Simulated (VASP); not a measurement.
# CaSe (F-43m) in VASP: a series of runs

CaSe is run at these levels: r2SCAN, PBE, RPBE; tasks: single point.

Program: VASP 6.6.1. These are calculated values, not measurements. Logs are shortened: lines on timing, memory, paths and dates and some standing lists are left out, and cuts for length are marked.

### 1 The cell of the first run

Symmetry: F-43m, No. 216, cubic system. The conventional cell has a = 6.709 Å, b = 6.709 Å, c = 6.709 Å, α = 90.00°, β = 90.00°, γ = 90.00°. Ca (site symmetry -43m) has 4 Se at 2.90 Å within 3.8 Å. Within 3.8 Å of Se (site symmetry -43m) lie 4 Ca at 2.90 Å.

### 2 Single point, r2SCAN (volume scaled by 1.070)

POSCAR

```
CaSe
1.0
    0.0000000000      3.3543086963      3.3543086963
    3.3543086963      0.0000000000      3.3543086963
    3.3543086963      3.3543086963      0.0000000000
Ca Se
1 1
Direct
    0.0000000000      0.0000000000      0.0000000000
    0.2500000000      0.2500000000      0.2500000000
```

INCAR.step1

```
SYSTEM = CaSe
PREC     = Accurate       ! precision mode
ENCUT    = 520            ! plane-wave cutoff, eV
ISMEAR   = 0              ! smearing method
SIGMA    = 0.05           ! smearing width, eV
LREAL    = .False.        ! projectors in reciprocal space
LASPH    = .True.         ! aspherical terms in the spheres
NELM     = 100            ! most SCF steps
NBANDS   = 15             ! bands
GGA      = PE             ! functional
ALGO     = Normal         ! electronic algorithm
EDIFF    = 1E-4           ! SCF threshold, eV
LWAVE    = .True.         ! write WAVECAR
LCHARG   = .False.        ! write CHGCAR
```

INCAR.step2

```
SYSTEM = CaSe
PREC     = Accurate       ! precision mode
ENCUT    = 520            ! plane-wave cutoff, eV
EDIFF    = 1E-6           ! SCF threshold, eV
ISMEAR   = 0              ! smearing method
SIGMA    = 0.05           ! smearing width, eV
LREAL    = .False.        ! projectors in reciprocal space
LASPH    = .True.         ! aspherical terms in the spheres
NELM     = 100            ! most SCF steps
ALGO     = Normal         ! electronic algorithm
ISIF     = 2              ! what is computed and relaxed
LWAVE    = .False.        ! write WAVECAR
LCHARG   = .False.        ! write CHGCAR
METAGGA  = R2SCAN         ! meta-GGA
LMIXTAU  = .True.       
NBANDS   = 15             ! bands
ISTART   = 1
```

KPOINTS

```
regular mesh
0
Gamma
  6 6 6
  0 0 0
```

Potentials or basis: VASP PAW PBE potentials, release 64 (Ca_sv, Se).

The run is started by

```sh
$ cat potpaw_PBE.64/Ca_sv/POTCAR potpaw_PBE.64/Se/POTCAR > POTCAR
$ cp INCAR.step1 INCAR
$ mpirun -np 1 vasp_std > vasp.out
$ cp INCAR.step2 INCAR
$ mpirun -np 1 vasp_std > vasp.out
```

OUTCAR:

```text
SYSTEM = CaSe
   PREC = Accurate
   ENCUT = 520
   EDIFF = 1E-6
   ISMEAR = 0
   LREAL = .False.
   LASPH = .True.
   NELM = 100
   ISIF = 2
   METAGGA = R2SCAN
   ISTART = 1

 ion  position               nearest neighbor table
   1  0.000  0.000  0.000-   2 2.90   2 2.90   2 2.90   2 2.90
   2  0.250  0.250  0.250-   1 2.90   1 2.90   1 2.90   1 2.90

  LATTYP: Found a face centered cubic cell.
 ALAT       =     6.7086173926

  Lattice vectors:

 A1 = (   0.0000000000,   3.3543086963,   3.3543086963)
 A2 = (   3.3543086963,   0.0000000000,   3.3543086963)
 A3 = (   3.3543086963,   3.3543086963,   0.0000000000)

Analysis of symmetry for initial positions (statically):
=====================================================================
 Subroutine PRICEL returns:
 Original cell was already a primitive cell.

 Routine SETGRP: Setting up the symmetry group for a
 face centered cubic supercell.

 Subroutine GETGRP returns: Found 24 space group operations
 (whereof 24 operations were pure point group operations)
 out of a pool of 48 trial point group operations.

The static configuration has the point symmetry T_d .

Analysis of symmetry for dynamics (positions and initial velocities):
=====================================================================
 Subroutine PRICEL returns:
 Original cell was already a primitive cell.

 Routine SETGRP: Setting up the symmetry group for a
 face centered cubic supercell.

 Subroutine GETGRP returns: Found 24 space group operations
 (whereof 24 operations were pure point group operations)
 out of a pool of 48 trial point group operations.

The dynamic configuration has the point symmetry T_d .

 Subroutine INISYM returns: Found 24 space group operations
 (whereof 24 operations are pure point group operations),
 and found     1 'primitive' translations

----------------------------------------------------------------------------------------

                                     Primitive cell

  volume of cell :      75.4812

  direct lattice vectors                    reciprocal lattice vectors
     0.000000000  3.354308696  3.354308696    -0.149062011  0.149062011  0.149062011
     3.354308696  0.000000000  3.354308696     0.149062011 -0.149062011  0.149062011
     3.354308696  3.354308696  0.000000000     0.149062011  0.149062011 -0.149062011

  length of vectors
     4.743708851  4.743708851  4.743708851     0.258182977  0.258182977  0.258182977

  position of ions in fractional coordinates (direct lattice)
     0.000000000  0.000000000  0.000000000
     0.250000000  0.250000000  0.250000000

  ion indices of the primitive-cell ions
   primitive index   ion index
                 1           1
                 2           2

----------------------------------------------------------------------------------------

 KPOINTS: regular mesh

Automatic generation of k-mesh.
 Grid dimensions read from file:
 generate k-points for:    6    6    6

 Generating k-lattice:

  Cartesian coordinates                     Fractional coordinates (reciprocal lattice)
    -0.024843669  0.024843669  0.024843669     0.166666667  0.000000000  0.000000000
     0.024843669 -0.024843669  0.024843669     0.000000000  0.166666667  0.000000000
     0.024843669  0.024843669 -0.024843669     0.000000000  0.000000000  0.166666667

  Length of vectors
     0.043030496  0.043030496  0.043030496

  Shift w.r.t. Gamma in fractional coordinates (k-lattice)
     0.000000000  0.000000000  0.000000000

 Subroutine IBZKPT returns following result:
 ===========================================

 Found     16 irreducible k-points:

 Following reciprocal coordinates:
            Coordinates               Weight
  0.000000  0.000000  0.000000      1.000000
  0.166667  0.000000  0.000000      8.000000
  0.333333  0.000000  0.000000      8.000000
  0.500000  0.000000  0.000000      4.000000
  0.166667  0.166667  0.000000      6.000000
  0.333333  0.166667  0.000000     24.000000
[... 8 lines left out ...]
 -0.333333  0.333333  0.166667     24.000000
 -0.333333  0.500000  0.166667     12.000000
   k-points           NKPTS =     16   k-points in BZ     NKDIM =     16   number of bands    NBANDS=     15
   number of dos      NEDOS =    301   number of ions     NIONS =      2
   total plane-waves  NPLWV =  46656
   dimension x,y,z NGX =    36 NGY =   36 NGZ =   36
   dimension x,y,z NGXF=    72 NGYF=   72 NGZF=   72
   ions per type =               1   1
   NGX,Y,Z   is equivalent  to a cutoff of  12.62, 12.62, 12.62 a.u.
   NGXF,Y,Z  is equivalent  to a cutoff of  25.23, 25.23, 25.23 a.u.
 SYSTEM =  CaSe
   PREC   = accura    normal or accurate (medium, high low for compatibility)
   ISTART =      1    job   : 0-new  1-cont  2-samecut
   ICHARG =      0    charge: 1-file 2-atom 10-const
   ISPIN  =      1    spin polarized calculation?
   LNONCOLLINEAR =      F non collinear calculations
   LSORBIT =      F    spin-orbit coupling
   LASPH  =      T    aspherical Exc in radial PAW
   ENCUT  =  520.0 eV  38.22 Ry    6.18 a.u.   8.82  8.82  8.82*2*pi/ulx,y,z
   NELM   =    100;   NELMIN=  2; NELMDL=  0     # of ELM steps
   EDIFF  = 0.1E-05   stopping-criterion for ELM
   LREAL  =      F    real-space projection
   EDIFFG = 0.1E-04   stopping-criterion for IOM
   NSW    =      0    number of steps for IOM
   IBRION =     -1    ionic relax: 0-MD 1-quasi-New 2-CG
   NFREE  =      0    steps in history (QN), initial steepest desc. (CG)
   ISIF   =      2    stress and relaxation
   ISYM   =      2    0-nonsym 1-usesym 2-fastsym
   POTIM  = 0.5000    time-step for ionic-motion
   TEBEG  =    0.0;   TEEND  =   0.0 temperature during run
   PSTRESS=    0.0 pullay stress
   NELECT =      16.0000    total number of electrons
   NUPDOWN=      -1.0000    fix difference up-down
   EMIN   =  10.00;   EMAX   =-10.00  energy-range for DOS
   EFERMI =   0.00;   METHOD = LEGACY
   ISMEAR =     0;   SIGMA  =   0.05  broadening in eV -4-tet -1-fermi 0-gaus
   EFERMI_NEDOS =   21; number of points for ismear=-14 and -15
   IALGO  =     38    algorithm
   IMIX   =      4    mixing-type and parameters
     AMIX     =   0.40;   BMIX     =  1.00
     AMIX_MAG =   1.60;   BMIX_MAG =  1.00
  volume/ion in A,a.u.               =      37.74       254.69
  Fermi-wavevector in a.u.,A,eV,Ry     =   0.976117  1.844593 12.963686  0.952804
  Thomas-Fermi vector in A             =   2.106710
   LORBIT       =      0    0 simple, 1 ext, 2 COOP (PROOUT), +10 PAW based schemes
   METAGGA = R2SCAN    functional components
   LHFCALC =     F    Hartree Fock is set to
   AEXX    =    0.0000 exact exchange contribution
   IVDW    =     0    specifies the selected vdW correction
   LEPSILON=     F    determine dielectric tensor
   LRPA    =     F    only Hartree local field effects (RPA)
 non-spin polarized calculation
 Gauss-broadening in eV      SIGMA  =   0.05
  energy-cutoff  :      520.00
  volume of cell :       75.48
 maximum number of plane-waves:      2085
   NGX = 17   NGY = 17   NGZ = 17

 number of electron      15.9999996 magnetization

 Free energy of the ion-electron system (eV)
  ---------------------------------------------------
  ext. energy  EPLUGINS =         0.00000000
  ---------------------------------------------------
  free energy    TOTEN  =       -25.33193123 eV

  energy without entropy =      -25.33193123  energy(sigma->0) =      -25.33193123

 E-fermi :  -0.5461     XC(G=0):  -7.7531

 val. band max:       -0.8350377107   @ k =  -0.3333   0.1667   0.0000
 cond. band min:       2.6343919860   @ k =   0.0000   0.0000   0.0000
 fundamental gap:      3.4694296967
 Fermi energy:        -0.5460555432

 k-point     1 :       0.0000    0.0000    0.0000
  band No.  band energies     occupation
      1     -41.7291      2.00000
      2     -21.8434      2.00000
      3     -21.8434      2.00000
      4     -21.8433      2.00000
      5     -11.4766      2.00000
      6      -0.9023      2.00000
      7      -0.9023      2.00000
      8      -0.9023      2.00000
      9       2.6344      0.00000
     10       4.9432      0.00000
     11       4.9432      0.00000
     12       6.7887      0.00000
     13       6.7887      0.00000
     14       6.7887      0.00000
     15       8.5656      0.00000

 k-point     2 :       0.1667    0.0000    0.0000
  band No.  band energies     occupation
      1     -41.7288      2.00000
      2     -21.8517      2.00000
      3     -21.8444      2.00000
      4     -21.8444      2.00000
      5     -11.4215      2.00000
      6      -1.2769      2.00000
      7      -0.8851      2.00000
      8      -0.8851      2.00000
      9       3.3597      0.00000
     10       4.8307      0.00000
     11       4.8307      0.00000
     12       6.3588      0.00000
     13       6.7658      0.00000
     14       6.7658      0.00000
     15       7.8798      0.00000

 k-point     3 :       0.3333    0.0000    0.0000
  band No.  band energies     occupation
      1     -41.7282      2.00000
      2     -21.8685      2.00000
      3     -21.8465      2.00000
      4     -21.8465      2.00000
      5     -11.3101      2.00000
      6      -1.7912      2.00000
      7      -0.8559      2.00000
      8      -0.8559      2.00000
      9       4.4161      0.00000
     10       4.8467      0.00000
     11       4.8467      0.00000
     12       5.5934      0.00000
     13       6.2926      0.00000
     14       6.2926      0.00000
     15       7.5529      0.00000
[... 199 lines left out ...]
 k-point    15 :      -0.3333    0.3333    0.1667
  band No.  band energies     occupation
      1     -41.7276      2.00000
      2     -21.8741      2.00000
      3     -21.8568      2.00000
      4     -21.8512      2.00000
      5     -11.1999      2.00000
      6      -1.6520      2.00000
      7      -1.3489      2.00000
      8      -0.8971      2.00000
      9       3.5561      0.00000
     10       4.6003      0.00000
     11       5.2316      0.00000
     12       5.9569      0.00000
     13       6.2040      0.00000
     14       7.1089      0.00000
     15       8.3392      0.00000

 k-point    16 :      -0.3333    0.5000    0.1667
  band No.  band energies     occupation
      1     -41.7275      2.00000
      2     -21.8758      2.00000
      3     -21.8564      2.00000
      4     -21.8534      2.00000
      5     -11.1817      2.00000
      6      -1.7491      2.00000
      7      -1.2123      2.00000
      8      -0.9441      2.00000
      9       3.2282      0.00000
     10       4.5480      0.00000
     11       5.4690      0.00000
     12       5.6973      0.00000
     13       6.1647      0.00000
     14       7.6633      0.00000
     15       8.5570      0.00000

------------------------ aborting loop because EDIFF is reached ----------------------------------------

  FORCE on cell =-STRESS in cart. coord.  units (eV):
  Direction    XX          YY          ZZ          XY          YZ          ZX
  --------------------------------------------------------------------------------------
  -------------------------------------------------------------------------------------
  Total       -0.9142866     -0.9142866     -0.9142866      0.0000000     -0.0000000     -0.0000000
  in kB      -19.4067960    -19.4067960    -19.4067960      0.0000000     -0.0000000     -0.0000000
  external PRESSURE =     -19.4067960 kB  Pullay stress =       0.0000000 kB

 VOLUME and BASIS-vectors are now :
 -----------------------------------------------------------------------------
  energy-cutoff  :      520.00
  volume of cell :       75.48
      direct lattice vectors                 reciprocal lattice vectors
     0.000000000  3.354308696  3.354308696    -0.149062011  0.149062011  0.149062011
     3.354308696  0.000000000  3.354308696     0.149062011 -0.149062011  0.149062011
     3.354308696  3.354308696  0.000000000     0.149062011  0.149062011 -0.149062011

 POSITION                                       TOTAL-FORCE (eV/Angst)
 -----------------------------------------------------------------------------------
      0.00000      0.00000      0.00000        -0.000000     -0.000000     -0.000000
      1.67715      1.67715      1.67715         0.000000      0.000000      0.000000
 -----------------------------------------------------------------------------------
    total drift:                                0.000000      0.000000      0.000000

  FREE ENERGIE OF THE ION-ELECTRON SYSTEM (eV)
  ---------------------------------------------------
  free  energy   TOTEN  =       -25.3319312266 eV

  energy  without entropy=      -25.3319312266  energy(sigma->0) =      -25.33193123
```

It took 72 s on 1 thread of AMD EPYC 9R45 (Zen 5), shared host; peak memory 0.19 GiB.

What came out:

```
Free energy            : -25.3319 eV
Pressure               : -1.9 GPa
Band gap on the k mesh : 3.47 eV, indirect (least direct gap 3.54 eV)
```

Levels at points of the mesh, in eV from the valence-band top:
| k point | band 5 | band 6 | band 7 | band 8 | band 9 | band 10 | band 11 | band 12 |
| --- | --- | --- | --- | --- | --- | --- | --- | --- |
| (0.00, 0.00, 0.00) | -10.64 | -0.07 | -0.07 | -0.07 | 3.47 | 5.78 | 5.78 | 7.62 |
| (0.50, 0.00, 0.00) | -10.42 | -1.15 | -0.01 | -0.01 | 5.44 | 5.88 | 5.88 | 6.11 |
| (0.50, 0.50, 0.00) | -10.35 | -1.15 | -0.06 | -0.06 | 3.88 | 5.39 | 6.46 | 6.46 |

Caveat: the cell differs from its parent crystal (volume scaled by 1.070); the PAW data sets were made with another functional, which shifts forces and pressure a little. A k mesh can miss the band edges.

### 3 Single point, PBE

This run uses another cell than the first one, of 33.84 Å³/atom, 0.897 times its volume.

INCAR

```
SYSTEM = CaSe
ALGO = Normal ; EDIFF = 1E-6
ENCUT = 520 ; GGA = PE
ISIF = 2 ; ISMEAR = 0
LASPH = .True. ; LCHARG = .False.
LREAL = .False. ; LWAVE = .False.
NBANDS = 15 ; NELM = 100
PREC = Accurate ; SIGMA = 0.05
```

KPOINTS

```
k-points
0
Gamma
  6 6 6
  0 0 0
```

POSCAR

```
CaSe
1.0
    0.0000000000      3.2345471481      3.2345471481
    3.2345471481      0.0000000000      3.2345471481
    3.2345471481      3.2345471481      0.0000000000
Ca Se
1 1
Direct
    0.0000000000      0.0000000000      0.0000000000
    0.2500000000      0.2500000000      0.2500000000
```

Potentials or basis: VASP PAW PBE potentials, release 64 (Ca_sv, Se).

The run is started by

```sh
$ cat potpaw_PBE.64/Ca_sv/POTCAR potpaw_PBE.64/Se/POTCAR > POTCAR
$ mpirun -np 1 vasp_std > vasp.out
```

Run time: 18 s. Hardware: 1 thread of Intel Xeon Platinum 8124M at 3.00GHz (Skylake/Cascade Lake), shared host; peak memory 0.21 GiB.

Results (log left out):

```yaml
Free_energy: -8.9438 eV
Pressure: 2.1 GPa
Band_gap_on_the_k_mesh: 3.33 eV, indirect (least direct gap 3.45 eV)
```

Levels at points of the mesh, in eV from the valence-band top:
| k point | band 6 | band 7 | band 8 | band 9 | band 10 | band 11 |
| --- | --- | --- | --- | --- | --- | --- |
| (0.00, 0.00, 0.00) | -0.11 | -0.11 | -0.11 | 3.33 | 5.48 | 5.48 |
| (0.50, 0.00, 0.00) | -1.26 | -0.02 | -0.02 | 5.19 | 5.60 | 5.60 |
| (0.50, 0.50, 0.00) | -1.30 | -0.02 | -0.02 | 3.55 | 5.08 | 6.25 |

A k mesh can miss the band edges.

### 4 Single point, PBE

This run uses another cell than the first one, of 34.29 Å³/atom, 0.909 times its volume.

INCAR

```
SYSTEM = CaSe
  PREC = Accurate
  ENCUT = 520
  EDIFF = 1E-7
  ISMEAR = 0
  SIGMA = 0.05
  LREAL = .FALSE.
  LASPH = .TRUE.
  NELM = 100
  ALGO = Normal
  ISIF = 2
  LWAVE = .FALSE.
  LCHARG = .TRUE.
  GGA = PE
  LELF = .TRUE.
  LVHAR = .TRUE.
  NBANDS = 15
```

KPOINTS

```
regular mesh
0
G
  6 6 6
  0 0 0
```

POSCAR

```
CaSe
1.0
    0.0000000000      3.2488137811      3.2488137811
    3.2488137811      0.0000000000      3.2488137811
    3.2488137811      3.2488137811      0.0000000000
Ca Se
1 1
Direct
    0.0000000000      0.0000000000      0.0000000000
    0.2500000000      0.2500000000      0.2500000000
```

The run is started by

```sh
$ cat potpaw_PBE.64/Ca_sv/POTCAR potpaw_PBE.64/Se/POTCAR > POTCAR
$ mpirun -np 1 vasp_std > vasp.out
```

It took 19 s on 1 thread of Intel Xeon Platinum 8124M at 3.00GHz (Skylake/Cascade Lake), shared host; peak memory 0.21 GiB.

The run converged. Its results:

* Free energy: -8.9544 eV
* Pressure: 1.6 GPa
* Band gap on the k mesh: 3.29 eV, indirect (least direct gap 3.40 eV)

Levels at points of the mesh, in eV from the valence-band top:
```csv
k point,band 6,band 7,band 8,band 9,band 10,band 11
"(0.00, 0.00, 0.00)",-0.11,-0.11,-0.11,3.29,5.45,5.45
"(0.50, 0.00, 0.00)",-1.25,-0.02,-0.02,5.16,5.57,5.57
"(0.50, 0.50, 0.00)",-1.28,-0.03,-0.03,3.55,5.05,6.21
```

A k mesh can miss the band edges. PBE gaps usually lie below the measured ones, often by a third to a half.

(Continued in part 2 of 2.)
